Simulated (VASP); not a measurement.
# C (Fd-3m) in VASP: single point with PBE

Aim: the single point of C with PBE.

All numbers are computed with VASP 6.6.1; they aren't measurements. Logs are shortened: lines on timing, memory, paths and dates and some standing lists are left out, and cuts for length are marked.

## 1. The cell of the first run

Symmetry: Fd-3m, No. 227, cubic system. Conventional cell: a = 3.567 Å, b = 3.567 Å, c = 3.567 Å, α = 90.00°, β = 90.00°, γ = 90.00°. Within 2.1 Å of C (site symmetry -43m) lie 4 C at 1.54 Å.

## 2. Single point, PBE

INCAR

```
ALGO = Normal
EDIFF = 1E-7
ENCUT = 520
GGA = PE
ISIF = 2
ISMEAR = 0
LASPH = True
LCHARG = True
LELF = True
LREAL = False
LVHAR = True
LWAVE = False
NBANDS = 11
NELM = 80
PREC = Accurate
SIGMA = 0.01
```

KPOINTS

```
k-points
0
Gamma
  10 10 10
```

POSCAR

```
C
1.0
    0.0000000000      1.7833700000      1.7833700000
    1.7833700000      0.0000000000      1.7833700000
    1.7833700000      1.7833700000      0.0000000000
C
2
Direct
    0.0000000000      0.0000000000      0.0000000000
    0.2500000000      0.2500000000      0.2500000000
```

Potentials or basis: VASP PAW PBE potentials, release 64 (C).

Run with:

```bash
$ cat potpaw_PBE.64/C/POTCAR > POTCAR
$ mpirun -np 1 vasp_std > vasp.out
```

OUTCAR:

```text
EDIFF = 1E-7
   ENCUT = 520
   GGA = PE
   ISIF = 2
   ISMEAR = 0
   LASPH = True
   LREAL = False
   NELM = 80
   PREC = Accurate

 ion  position               nearest neighbor table
   1  0.000  0.000  0.000-   2 1.54   2 1.54   2 1.54   2 1.54
   2  0.250  0.250  0.250-   1 1.54   1 1.54   1 1.54   1 1.54

  LATTYP: Found a face centered cubic cell.
 ALAT       =     3.5667400000

  Lattice vectors:

 A1 = (   0.0000000000,   1.7833700000,   1.7833700000)
 A2 = (   1.7833700000,   0.0000000000,   1.7833700000)
 A3 = (   1.7833700000,   1.7833700000,   0.0000000000)

Analysis of symmetry for initial positions (statically):
=====================================================================
 Subroutine PRICEL returns:
 Original cell was already a primitive cell.

 Routine SETGRP: Setting up the symmetry group for a
 face centered cubic supercell.

 Subroutine GETGRP returns: Found 48 space group operations
 (whereof 24 operations were pure point group operations)
 out of a pool of 48 trial point group operations.

The static configuration has the point symmetry T_d .
 The point group associated with its full space group is O_h .

Analysis of symmetry for dynamics (positions and initial velocities):
=====================================================================
 Subroutine PRICEL returns:
 Original cell was already a primitive cell.

 Routine SETGRP: Setting up the symmetry group for a
 face centered cubic supercell.

 Subroutine GETGRP returns: Found 48 space group operations
 (whereof 24 operations were pure point group operations)
 out of a pool of 48 trial point group operations.

The dynamic configuration has the point symmetry T_d .
 The point group associated with its full space group is O_h .

 Subroutine INISYM returns: Found 48 space group operations
 (whereof 24 operations are pure point group operations),
 and found     1 'primitive' translations

----------------------------------------------------------------------------------------

                                     Primitive cell

  volume of cell :      11.3437

  direct lattice vectors                    reciprocal lattice vectors
     0.000000000  1.783370000  1.783370000    -0.280368067  0.280368067  0.280368067
     1.783370000  0.000000000  1.783370000     0.280368067 -0.280368067  0.280368067
     1.783370000  1.783370000  0.000000000     0.280368067  0.280368067 -0.280368067

  length of vectors
     2.522066041  2.522066041  2.522066041     0.485611737  0.485611737  0.485611737

  position of ions in fractional coordinates (direct lattice)
     0.000000000  0.000000000  0.000000000
     0.250000000  0.250000000  0.250000000

  ion indices of the primitive-cell ions
   primitive index   ion index
                 1           1
                 2           2

----------------------------------------------------------------------------------------

 KPOINTS: k-points

Automatic generation of k-mesh.
 Grid dimensions read from file:
 generate k-points for:   10   10   10

 Generating k-lattice:

  Cartesian coordinates                     Fractional coordinates (reciprocal lattice)
    -0.028036807  0.028036807  0.028036807     0.100000000  0.000000000  0.000000000
     0.028036807 -0.028036807  0.028036807     0.000000000  0.100000000  0.000000000
     0.028036807  0.028036807 -0.028036807     0.000000000  0.000000000  0.100000000

  Length of vectors
     0.048561174  0.048561174  0.048561174

  Shift w.r.t. Gamma in fractional coordinates (k-lattice)
     0.000000000  0.000000000  0.000000000

 Subroutine IBZKPT returns following result:
 ===========================================

 Found     47 irreducible k-points:

 Following reciprocal coordinates:
            Coordinates               Weight
  0.000000  0.000000  0.000000      1.000000
  0.100000  0.000000  0.000000      8.000000
  0.200000  0.000000  0.000000      8.000000
  0.300000  0.000000  0.000000      8.000000
  0.400000  0.000000  0.000000      8.000000
  0.500000  0.000000  0.000000      4.000000
[... 16 lines left out ...]
  0.300000  0.300000  0.000000      6.000000
  0.400000  0.300000  0.000000     24.000000
 [... further k-points ...]
   k-points           NKPTS =     47   k-points in BZ     NKDIM =     47   number of bands    NBANDS=     11
   number of dos      NEDOS =    301   number of ions     NIONS =      2
   total plane-waves  NPLWV =   8000
   dimension x,y,z NGX =    20 NGY =   20 NGZ =   20
   dimension x,y,z NGXF=    40 NGYF=   40 NGZF=   40
   ions per type =               2
   NGX,Y,Z   is equivalent  to a cutoff of  13.18, 13.18, 13.18 a.u.
   NGXF,Y,Z  is equivalent  to a cutoff of  26.37, 26.37, 26.37 a.u.
 SYSTEM =  unknown system
   PREC   = accura    normal or accurate (medium, high low for compatibility)
   ISTART =      0    job   : 0-new  1-cont  2-samecut
   ICHARG =      2    charge: 1-file 2-atom 10-const
   ISPIN  =      1    spin polarized calculation?
   LNONCOLLINEAR =      F non collinear calculations
   LSORBIT =      F    spin-orbit coupling
   LASPH  =      T    aspherical Exc in radial PAW
   ENCUT  =  520.0 eV  38.22 Ry    6.18 a.u.   4.69  4.69  4.69*2*pi/ulx,y,z
   NELM   =     80;   NELMIN=  2; NELMDL= -5     # of ELM steps
   EDIFF  = 0.1E-06   stopping-criterion for ELM
   LREAL  =      F    real-space projection
   EDIFFG = 0.1E-05   stopping-criterion for IOM
   NSW    =      0    number of steps for IOM
   IBRION =     -1    ionic relax: 0-MD 1-quasi-New 2-CG
   NFREE  =      0    steps in history (QN), initial steepest desc. (CG)
   ISIF   =      2    stress and relaxation
   ISYM   =      2    0-nonsym 1-usesym 2-fastsym
   POTIM  = 0.5000    time-step for ionic-motion
   TEBEG  =    0.0;   TEEND  =   0.0 temperature during run
   PSTRESS=    0.0 pullay stress
   NELECT =       8.0000    total number of electrons
   NUPDOWN=      -1.0000    fix difference up-down
   EMIN   =  10.00;   EMAX   =-10.00  energy-range for DOS
   EFERMI =   0.00;   METHOD = LEGACY
   ISMEAR =     0;   SIGMA  =   0.01  broadening in eV -4-tet -1-fermi 0-gaus
   EFERMI_NEDOS =   21; number of points for ismear=-14 and -15
   IALGO  =     38    algorithm
   IMIX   =      4    mixing-type and parameters
     AMIX     =   0.40;   BMIX     =  1.00
     AMIX_MAG =   1.60;   BMIX_MAG =  1.00
  volume/ion in A,a.u.               =       5.67        38.28
  Fermi-wavevector in a.u.,A,eV,Ry     =   1.457203  2.753714 28.891161  2.123440
  Thomas-Fermi vector in A             =   2.574032
   LORBIT       =      0    0 simple, 1 ext, 2 COOP (PROOUT), +10 PAW based schemes
   GGA     = PE    functional components
   LHFCALC =     F    Hartree Fock is set to
   AEXX    =    0.0000 exact exchange contribution
   IVDW    =     0    specifies the selected vdW correction
   LEPSILON=     F    determine dielectric tensor
   LRPA    =     F    only Hartree local field effects (RPA)
 non-spin polarized calculation
 Gauss-broadening in eV      SIGMA  =   0.01
  energy-cutoff  :      520.00
  volume of cell :       11.34
 maximum number of plane-waves:       322
   NGX =  9   NGY =  9   NGZ =  9

 number of electron       7.9999999 magnetization

 Free energy of the ion-electron system (eV)
  ---------------------------------------------------
  ext. energy  EPLUGINS =         0.00000000
  ---------------------------------------------------
  free energy    TOTEN  =       -18.18516315 eV

  energy without entropy =      -18.18516315  energy(sigma->0) =      -18.18516315

 E-fermi :   9.9443     XC(G=0): -13.2509

 val. band max:        9.7301588145   @ k =   0.0000   0.0000   0.0000
 cond. band min:      13.8992795399   @ k =   0.4000   0.4000   0.0000
 fundamental gap:      4.1691207254
 Fermi energy:         9.9443038571

 k-point     1 :       0.0000    0.0000    0.0000
  band No.  band energies     occupation
      1     -11.7472      2.00000
      2       9.7302      2.00000
      3       9.7302      2.00000
      4       9.7302      2.00000
      5      15.3200      0.00000
      6      15.3200      0.00000
      7      15.3200      0.00000
      8      23.0621      0.00000
      9      29.0239      0.00000
     10      36.2645      0.00000
     11      36.2645      0.00000

 k-point     2 :       0.1000    0.0000    0.0000
  band No.  band energies     occupation
      1     -11.4703      2.00000
      2       8.0545      2.00000
      3       9.2836      2.00000
      4       9.2836      2.00000
      5      15.9067      0.00000
      6      15.9067      0.00000
      7      16.2640      0.00000
      8      23.2994      0.00000
      9      29.4696      0.00000
     10      33.7380      0.00000
     11      33.7380      0.00000

 k-point     3 :       0.2000    0.0000    0.0000
  band No.  band energies     occupation
      1     -10.6449      2.00000
      2       4.8495      2.00000
      3       8.4075      2.00000
      4       8.4075      2.00000
      5      17.0374      0.00000
      6      17.0374      0.00000
      7      17.4711      0.00000
      8      23.9567      0.00000
      9      30.2350      0.00000
     10      32.2236      0.00000
     11      32.2236      0.00000

 k-point     4 :       0.3000    0.0000    0.0000
  band No.  band energies     occupation
      1      -9.2908      2.00000
      2       1.4512      2.00000
      3       7.6168      2.00000
      4       7.6168      2.00000
      5      17.8602      0.00000
      6      17.8602      0.00000
      7      18.1615      0.00000
      8      24.7597      0.00000
      9      30.5710      0.00000
     10      32.4886      0.00000
     11      32.4886      0.00000
[... 239 lines left out ...]
 k-point    22 :      -0.2000    0.2000    0.0000
  band No.  band energies     occupation
      1      -8.8430      2.00000
      2       2.7525      2.00000
      3       3.7271      2.00000
      4       7.7449      2.00000
      5      18.2180      0.00000
      6      18.3104      0.00000
      7      20.2213      0.00000
      8      23.3907      0.00000
      9      29.7743      0.00000
     10      30.7141      0.00000
     11      33.6882      0.00000

 k-point    23 :       0.3000    0.3000    0.0000
  band No.  band energies     occupation
      1      -8.4751      2.00000
      2       3.6495      2.00000
      3       4.8444      2.00000
      4       4.8444      2.00000
      5      13.9643      0.00000
      6      18.4094      0.00000
      7      22.8252      0.00000
      8      22.8252      0.00000
      9      30.5448      0.00000
     10      32.5951      0.00000
     11      40.4751      0.00000

 k-point    24 :       0.4000    0.3000    0.0000
  band No.  band energies     occupation
      1      -7.1565      2.00000
      2       1.6751      2.00000
      3       3.7481      2.00000
      4       4.3734      2.00000
      5      14.5217      0.00000
      6      17.7484      0.00000
      7      23.8120      0.00000
      8      23.8683      0.00000
      9      31.4634      0.00000
     10      32.6296      0.00000
     11      40.4933      0.00000

 [... further k-points ...]
[... 5 lines left out ...]
  --------------------------------------------------------------------------------------
  -------------------------------------------------------------------------------------
  Total        0.1741867      0.1741867      0.1741867     -0.0000000      0.0000000      0.0000000
  in kB       24.6020496     24.6020496     24.6020496     -0.0000000      0.0000000      0.0000000
  external PRESSURE =      24.6020496 kB  Pullay stress =       0.0000000 kB

 VOLUME and BASIS-vectors are now :
 -----------------------------------------------------------------------------
  energy-cutoff  :      520.00
  volume of cell :       11.34
      direct lattice vectors                 reciprocal lattice vectors
     0.000000000  1.783370000  1.783370000    -0.280368067  0.280368067  0.280368067
     1.783370000  0.000000000  1.783370000     0.280368067 -0.280368067  0.280368067
     1.783370000  1.783370000  0.000000000     0.280368067  0.280368067 -0.280368067

 POSITION                                       TOTAL-FORCE (eV/Angst)
 -----------------------------------------------------------------------------------
      0.00000      0.00000      0.00000        -0.000000     -0.000000     -0.000000
      0.89168      0.89168      0.89168         0.000000      0.000000      0.000000
 -----------------------------------------------------------------------------------
    total drift:                                0.000000      0.000000      0.000000

  FREE ENERGIE OF THE ION-ELECTRON SYSTEM (eV)
  ---------------------------------------------------
  free  energy   TOTEN  =       -18.1851631495 eV

  energy  without entropy=      -18.1851631495  energy(sigma->0) =      -18.18516315
```

Run time: 13 s. Hardware: 1 thread of AMD EPYC 7R13, shared host; peak memory 0.09 GiB.

Results:

```yaml
Free_energy: -18.1852 eV
Pressure: 2.5 GPa
Band_gap_on_the_k_mesh: 4.17 eV, indirect (least direct gap 5.59 eV)
```
